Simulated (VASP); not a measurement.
# Si16HC16 (a cell with a defect) in VASP: single point with PBE

Aim: the single point of Si16HC16 (a cell with a defect) with PBE.

Program: VASP 6.6.1. These are calculated values, not measurements. Logs are shortened: lines on timing, memory, paths and dates and some standing lists are left out, and cuts for length are marked.

## (1) The cell of the first run

The cell holds a defect, 33 atoms: a = 6.188 Å, b = 6.188 Å, c = 10.129 Å, α = 90.00°, β = 90.00°, γ = 120.00°.

## (2) Single point, PBE, collinear spin

Input file INCAR:

```
  PREC = Accurate
  ENCUT = 520
  EDIFF = 1E-6
  ISMEAR = 0
  SIGMA = 0.02
  LREAL = Auto
  LASPH = True
  NELM = 150
  ALGO = Normal
  ISIF = 2
  LWAVE = False
  LCHARG = False
  ISPIN = 2
  MAGMOM = 0 0 0 0 0 0 0 0 0 0 0 0 0 0 0 0 0 0 0 0 0 0 0 0 0 0 0 0 0 0 0 0 0.21
  LORBIT = 11
  GGA = PE
  NBANDS = 90
```

Input file KPOINTS:

```
Automatic mesh
0
Gamma
  2 2 2
```

Input file POSCAR:

```
Si16HC16
1.0
    3.0941201811     -5.3591733586      0.0000000000
   -6.1882403624      0.0000000001      0.0000000000
    0.0000000000      0.0000000000    -10.1293391981
Si C H
16 16 1
Direct
    0.3292964944      0.1652278950      0.0608607322
    0.8318286612      0.1681936685      0.0611679585
    0.3293588175      0.6687407925      0.0608651747
    0.8243426186      0.6643051807      0.0217441627
    0.1725452674      0.3388929116      0.5616150164
    0.6691686870      0.3368934006      0.5612262448
    0.1690340915      0.8369524276      0.5623501088
    0.6690837859      0.8372162911      0.5613239806
    0.5011961398      0.5031535475      0.3094234420
    1.0093282374      0.4978734969      0.3185404237
    0.5024082671      1.0036377378      0.3112232633
    1.0094329178      1.0168673797      0.3190297942
    0.4985528217      0.5016665749      0.8074798208
    0.9989234611      0.5008681077      0.8079752134
    0.4999823332      1.0024116815      0.8109956473
    0.9989171169      1.0028635358      0.8079091676
    0.3369849936      0.1711436543      0.2487038839
    0.8357298226      0.1702969581      0.2499041596
    0.3369736113      0.6707404057      0.2486400100
    0.8484614503      0.6769254991      0.2653501820
    0.1670274388      0.3359709461      0.7479855153
    0.6648396612      0.3340833083      0.7486481449
    0.1672608703      0.8360326896      0.7496587735
    0.6647924524      0.8355670498      0.7486933601
    0.0043269733      0.0067580076      0.5027922257
    0.5017572338      0.0033478310      0.4980817506
    0.0042732337      0.5026401233      0.5024965499
    0.5060181522      0.5055243160      0.4970037928
   -0.0015269146      0.0049363859      0.9960199577
    0.4982734876      0.0014715094      0.9991376340
   -0.0014489175      0.4981032886      0.9961194706
    0.4872557436      0.4959029789      0.9964401233
    0.9671599803      0.7403651030      0.1749466540
```

Potentials or basis: VASP PAW PBE potentials, release 64 (Si, C, H).

Launch:

```bash
> cat potpaw_PBE.64/Si/POTCAR potpaw_PBE.64/C/POTCAR potpaw_PBE.64/H/POTCAR > POTCAR
> mpirun -np 1 vasp_std > vasp.out
```

OUTCAR:

```text
PREC = Accurate
   ENCUT = 520
   EDIFF = 1E-6
   ISMEAR = 0
   LREAL = Auto
   LASPH = True
   NELM = 150
   ISIF = 2
   ISPIN = 2
   LORBIT = 11
   GGA = PE

 ion  position               nearest neighbor table
   1  0.329  0.165  0.061-  32 1.89  30 1.89  29 1.89  17 1.90   3 3.07   2 3.09  15 3.10   2 3.10
                             4 3.10   9 3.10  11 3.11  16 3.11   3 3.12  12 3.13  13 3.14   4 3.14
   2  0.832  0.168  0.061-  31 1.89  29 1.89  30 1.89  18 1.91  11 3.09   1 3.09   3 3.09  15 3.10
                             3 3.10   1 3.10   4 3.12   4 3.12  16 3.12  14 3.12
   3  0.329  0.669  0.061-  32 1.89  30 1.89  31 1.89  19 1.90   1 3.07   2 3.09  15 3.10   9 3.10
                             2 3.10   4 3.10  11 3.11  14 3.11   1 3.12  10 3.12  13 3.14   4 3.14
   4  0.824  0.664  0.022-  33 1.73  32 1.82  31 1.84  29 1.84  20 2.47  13 2.79  14 2.82  16 2.83
                             1 3.10   3 3.10   2 3.12   2 3.12   3 3.14   1 3.14
   5  0.173  0.339  0.562-  25 1.88  27 1.88  21 1.89  28 1.90  12 3.00  10 3.01  13 3.04  14 3.08
                            16 3.08   8 3.08   6 3.08   7 3.09   7 3.10   9 3.10   6 3.11   8 3.11
   6  0.669  0.337  0.561-  27 1.89  28 1.89  26 1.90  22 1.90  10 3.06  14 3.06  13 3.07   5 3.08
                             8 3.09   7 3.09   7 3.09   8 3.10  11 3.10  15 3.10   5 3.11   9 3.12
   7  0.169  0.837  0.562-  27 1.89  25 1.89  23 1.90  26 1.90  12 3.06  10 3.07  16 3.07  14 3.07
                            15 3.08   5 3.09   8 3.09   6 3.09   6 3.09   8 3.09   5 3.10  11 3.11
   8  0.669  0.837  0.561-  25 1.89  28 1.89  24 1.90  26 1.90  12 3.06  16 3.06  13 3.07   5 3.08
                             6 3.09   7 3.09   7 3.09   6 3.10  11 3.10  15 3.10   5 3.11   9 3.12
   9  0.501  0.503  0.309-  19 1.88  17 1.88  28 1.90  20 1.91  12 3.03  10 3.03  11 3.09  11 3.09
                             3 3.10   1 3.10   5 3.10   6 3.12   8 3.12
  10  0.009  0.498  0.319-  27 1.86  18 1.89  19 1.89  20 1.90  12 2.98   5 3.01   9 3.03   6 3.06
                             7 3.07  11 3.09  11 3.10   3 3.12
  11  0.502  0.004  0.311-  18 1.89  26 1.89  17 1.89  19 1.89   2 3.09  10 3.09  12 3.09   9 3.09
                             9 3.09  12 3.10   6 3.10   8 3.10  10 3.10   1 3.11   3 3.11   7 3.11
  12  0.009  0.017  0.319-  25 1.86  18 1.89  17 1.90  20 1.90  10 2.98   5 3.00   9 3.03   8 3.06
                             7 3.06  11 3.09  11 3.10   1 3.13
  13  0.499  0.502  0.807-  21 1.88  22 1.89  24 1.89  32 1.92   4 2.79   5 3.04   8 3.07   6 3.07
                            16 3.09  14 3.09  15 3.09  15 3.09  14 3.10  16 3.10   3 3.14   1 3.14
  14  0.999  0.501  0.808-  21 1.89  22 1.89  23 1.89  31 1.91   4 2.82   6 3.06   7 3.07   5 3.08
                            16 3.08  15 3.09  13 3.09  13 3.10  15 3.10  16 3.11   3 3.11   2 3.12
  15  0.500  0.002  0.811-  24 1.89  22 1.89  23 1.89  30 1.91   7 3.08  14 3.09  16 3.09  13 3.09
                            13 3.09   2 3.10   1 3.10   3 3.10   8 3.10   6 3.10  16 3.10  14 3.10
  16  0.999  0.003  0.808-  21 1.89  24 1.89  23 1.89  29 1.91   4 2.83   8 3.06   7 3.07   5 3.08
                            14 3.08  15 3.09  13 3.09  13 3.10  15 3.10  14 3.11   1 3.11   2 3.12
  17  0.337  0.171  0.249-   9 1.88  11 1.89  12 1.90   1 1.90
  18  0.836  0.170  0.250-  12 1.89  10 1.89  11 1.89   2 1.91
  19  0.337  0.671  0.249-   9 1.88  11 1.89  10 1.89   3 1.90
  20  0.848  0.677  0.265-  33 1.12  10 1.90  12 1.90   9 1.91   4 2.47
  21  0.167  0.336  0.748-  13 1.88  14 1.89  16 1.89   5 1.89
  22  0.665  0.334  0.749-  13 1.89  15 1.89  14 1.89   6 1.90
  23  0.167  0.836  0.750-  15 1.89  16 1.89  14 1.89   7 1.90
  24  0.665  0.836  0.749-  13 1.89  15 1.89  16 1.89   8 1.90
  25  0.004  0.007  0.503-  12 1.86   5 1.88   7 1.89   8 1.89
  26  0.502  0.003  0.498-  11 1.89   7 1.90   8 1.90   6 1.90
  27  0.004  0.503  0.502-  10 1.86   5 1.88   7 1.89   6 1.89
  28  0.506  0.506  0.497-   8 1.89   6 1.89   9 1.90   5 1.90
  29  0.998  0.005  0.996-   4 1.84   2 1.89   1 1.89  16 1.91
  30  0.498  0.001  0.999-   3 1.89   1 1.89   2 1.89  15 1.91
  31  0.999  0.498  0.996-   4 1.84   2 1.89   3 1.89  14 1.91
  32  0.487  0.496  0.996-   4 1.82   1 1.89   3 1.89  13 1.92
  33  0.967  0.740  0.175-  20 1.12   4 1.73

  LATTYP: Found a hexagonal cell.
 ALAT       =     6.1882403624
 C/A-ratio  =     1.6368690621

  Lattice vectors:

 A1 = (   3.0941201811,  -5.3591733586,   0.0000000000)
 A2 = (  -6.1882403624,   0.0000000001,   0.0000000000)
 A3 = (   0.0000000000,   0.0000000000, -10.1293391981)

Analysis of symmetry for initial positions (statically):
=====================================================================
 Subroutine PRICEL returns:
 Original cell was already a primitive cell.

 Routine SETGRP: Setting up the symmetry group for a
 hexagonal supercell.

 Subroutine GETGRP returns: Found  1 space group operations
 (whereof  1 operations were pure point group operations)
 out of a pool of 24 trial point group operations.

The static configuration has the point symmetry C_1 .

Analysis of symmetry for dynamics (positions and initial velocities):
=====================================================================
 Subroutine PRICEL returns:
 Original cell was already a primitive cell.

 Routine SETGRP: Setting up the symmetry group for a
[... 156 lines left out ...]
   PREC   = accura    normal or accurate (medium, high low for compatibility)
   ISTART =      0    job   : 0-new  1-cont  2-samecut
   ICHARG =      2    charge: 1-file 2-atom 10-const
   ISPIN  =      2    spin polarized calculation?
   LNONCOLLINEAR =      F non collinear calculations
   LSORBIT =      F    spin-orbit coupling
   LASPH  =      T    aspherical Exc in radial PAW
   ENCUT  =  520.0 eV  38.22 Ry    6.18 a.u.  11.51 11.51 18.83*2*pi/ulx,y,z
   NELM   =    150;   NELMIN=  2; NELMDL= -5     # of ELM steps
   EDIFF  = 0.1E-05   stopping-criterion for ELM
   LREAL  =      T    real-space projection
   EDIFFG = 0.1E-04   stopping-criterion for IOM
   NSW    =      0    number of steps for IOM
   IBRION =     -1    ionic relax: 0-MD 1-quasi-New 2-CG
   NFREE  =      0    steps in history (QN), initial steepest desc. (CG)
   ISIF   =      2    stress and relaxation
   ISYM   =      2    0-nonsym 1-usesym 2-fastsym
   POTIM  = 0.5000    time-step for ionic-motion
   TEBEG  =    0.0;   TEEND  =   0.0 temperature during run
   PSTRESS=    0.0 pullay stress
   NELECT =     129.0000    total number of electrons
   NUPDOWN=      -1.0000    fix difference up-down
   EMIN   =  10.00;   EMAX   =-10.00  energy-range for DOS
   EFERMI =   0.00;   METHOD = LEGACY
   ISMEAR =     0;   SIGMA  =   0.02  broadening in eV -4-tet -1-fermi 0-gaus
   EFERMI_NEDOS =   21; number of points for ismear=-14 and -15
   IALGO  =     38    algorithm
   IMIX   =      4    mixing-type and parameters
     AMIX     =   0.40;   BMIX     =  1.00
     AMIX_MAG =   1.60;   BMIX_MAG =  1.00
  volume/ion in A,a.u.               =      10.18        68.70
  Fermi-wavevector in a.u.,A,eV,Ry     =   1.189934  2.248648 19.265058  1.415942
  Thomas-Fermi vector in A             =   2.326030
   LORBIT       =     11    0 simple, 1 ext, 2 COOP (PROOUT), +10 PAW based schemes
   GGA     = PE    functional components
   LHFCALC =     F    Hartree Fock is set to
   AEXX    =    0.0000 exact exchange contribution
   IVDW    =     0    specifies the selected vdW correction
   LEPSILON=     F    determine dielectric tensor
   LRPA    =     F    only Hartree local field effects (RPA)
 spin polarized calculation
 Gauss-broadening in eV      SIGMA  =   0.02
  energy-cutoff  :      520.00
  volume of cell :      335.93
 maximum number of plane-waves:      9074
 NGX is ok and might be reduce to    48
   NGX = 23   NGY = 23   NGZ = 37

 number of electron     129.0000001 magnetization      -0.0018306

 number of electron     129.0000001 magnetization       0.0000063

 Free energy of the ion-electron system (eV)
  ---------------------------------------------------
  ext. energy  EPLUGINS =         0.00000000
  ---------------------------------------------------
  free energy    TOTEN  =      -240.45003198 eV

  energy without entropy =     -240.45003198  energy(sigma->0) =     -240.45003198

 E-fermi :  10.3016     XC(G=0): -11.3219

 val. band max:       10.2018990815   @ k =   0.0000   0.0000   0.0000
 cond. band min:      10.3903769127   @ k =   0.0000   0.0000   0.0000
 fundamental gap:      0.1884778312
 Fermi energy:        10.3015639751

 spin component 1

 k-point     1 :       0.0000    0.0000    0.0000
  band No.  band energies     occupation
      1      -7.4767      1.00000
      2      -6.3127      1.00000
      3      -6.2592      1.00000
      4      -4.5357      1.00000
      5      -4.0471      1.00000
      6      -4.0236      1.00000
[... 621 lines left out ...]
     75      13.3820      0.00000
     76      13.5648      0.00000
 Fermi energy:        10.3015639751

 spin component 2

 k-point     1 :       0.0000    0.0000    0.0000
  band No.  band energies     occupation
      1      -7.4767      1.00000
      2      -6.3127      1.00000
      3      -6.2592      1.00000
      4      -4.5357      1.00000
      5      -4.0471      1.00000
      6      -4.0236      1.00000
[... 621 lines left out ...]
     75      13.3820      0.00000
     76      13.5648      0.00000
 [bands above 76 left out]

------------------------ aborting loop because EDIFF is reached ----------------------------------------

  FORCE on cell =-STRESS in cart. coord.  units (eV):
  Direction    XX          YY          ZZ          XY          YZ          ZX
  --------------------------------------------------------------------------------------
  -------------------------------------------------------------------------------------
  Total        6.3161714      3.0333774      8.7213097     -0.0032072      2.7139701      0.1033472
  in kB       30.1243993     14.4674148     41.5954856     -0.0152966     12.9440311      0.4929049
  external PRESSURE =      28.7290999 kB  Pullay stress =       0.0000000 kB

 VOLUME and BASIS-vectors are now :
 -----------------------------------------------------------------------------
  energy-cutoff  :      520.00
  volume of cell :      335.93
      direct lattice vectors                 reciprocal lattice vectors
     3.094120181 -5.359173359  0.000000000    -0.000000000 -0.186595942  0.000000000
    -6.188240362  0.000000000  0.000000000    -0.161596826 -0.093297971  0.000000000
     0.000000000  0.000000000-10.129339198     0.000000000  0.000000000 -0.098723123

 POSITION                                       TOTAL-FORCE (eV/Angst)
 -----------------------------------------------------------------------------------
     -0.00359     -1.76476     -0.61648        -0.009783     -0.006703      0.005009
      1.53295     -4.45791     -0.61959         0.000210     -0.009599      0.002141
     -3.11925     -1.76509     -0.61652         0.002068     -0.005030      0.007474
     -1.56026     -4.41779     -0.22025         0.003252     -0.002124      0.092058
     -1.56328     -0.92470     -5.68879        -0.001000     -0.000703      0.003233
     -0.01429     -3.58619     -5.68485        -0.002714     -0.009788     -0.002155
[... 25 lines left out ...]
     -1.56114     -2.61129    -10.09328        -0.007398      0.005566      0.006763
     -1.58905     -5.18318     -1.77209         0.008877      0.112723      0.037328
 -----------------------------------------------------------------------------------
    total drift:                                0.069459      0.021183     -0.027761

  FREE ENERGIE OF THE ION-ELECTRON SYSTEM (eV)
  ---------------------------------------------------
  free  energy   TOTEN  =      -240.4500319759 eV

  energy  without entropy=     -240.4500319759  energy(sigma->0) =     -240.45003198

 total charge

# of ion       s       p       d       tot
------------------------------------------
    1        0.698   0.960   0.000   1.659
    2        0.698   0.956   0.000   1.654
    3        0.698   0.960   0.000   1.659
    4        0.733   0.953   0.000   1.686
    5        0.703   0.974   0.000   1.677
    6        0.701   0.963   0.000   1.663
[... 25 lines left out ...]
   32        0.846   1.706   0.000   2.553
   33        0.629   0.064   0.000   0.693
--------------------------------------------------
tot         25.298  42.748   0.000  68.046

 magnetization (x)

# of ion       s       p       d       tot
------------------------------------------
    1       -0.000   0.000   0.000   0.000
    2       -0.000  -0.000   0.000  -0.000
    3       -0.000   0.000   0.000   0.000
    4        0.000   0.000   0.000   0.000
    5       -0.000   0.000   0.000   0.000
    6       -0.000   0.000   0.000   0.000
[... 25 lines left out ...]
   32        0.000   0.000   0.000   0.000
   33        0.000   0.000   0.000   0.000
--------------------------------------------------
tot         -0.000   0.000   0.000  -0.000
```

It took 18 min on 1 thread of Oxide Virtual Turin-like, shared host; peak memory 0.71 GiB.

What came out:

```yaml
Free_energy: -240.4500 eV
Pressure: 2.9 GPa
Largest_force: 0.119 eV/Å
Net_moment: 0.00 μB per cell
Valence_electrons_inside_the_program's_atomic_spheres: Si 1.66, 1.65, 1.69, 1.68, 1.67 (each value once); C 2.54, 2.53, 2.56, 2.55 (each value once); H 0.69
```

Forces on the atoms (eV/Å):
```
Si  -0.010 -0.007  0.005
Si   0.000 -0.010  0.002
Si   0.002 -0.005  0.007
Si   0.003 -0.002  0.092
Si  -0.001 -0.001  0.003
Si  -0.003 -0.010 -0.002
Si  -0.003  0.002 -0.004
Si  -0.001 -0.010 -0.004
Si  -0.007 -0.004  0.005
Si   0.005 -0.012 -0.017
Si  -0.007 -0.002 -0.002
Si  -0.022 -0.018 -0.019
Si  -0.003 -0.009  0.008
Si  -0.005 -0.001  0.005
Si   0.001 -0.005  0.003
Si   0.002  0.000  0.005
C    0.001  0.008 -0.004
C    0.004 -0.003 -0.004
C   -0.003  0.003  0.001
C    0.007  0.017 -0.077
C    0.005 -0.002 -0.003
C    0.006 -0.008 -0.004
C    0.003 -0.003  0.001
C    0.002 -0.006 -0.005
C    0.001 -0.001 -0.004
C    0.005 -0.002 -0.004
C    0.007  0.000 -0.009
C    0.002  0.002 -0.003
C    0.003 -0.009 -0.007
C    0.003 -0.008  0.000
C    0.000 -0.010 -0.009
C   -0.007  0.006  0.007
H    0.009  0.113  0.037
```

Caveat: the k points lie up to 0.59 Å⁻¹ apart.
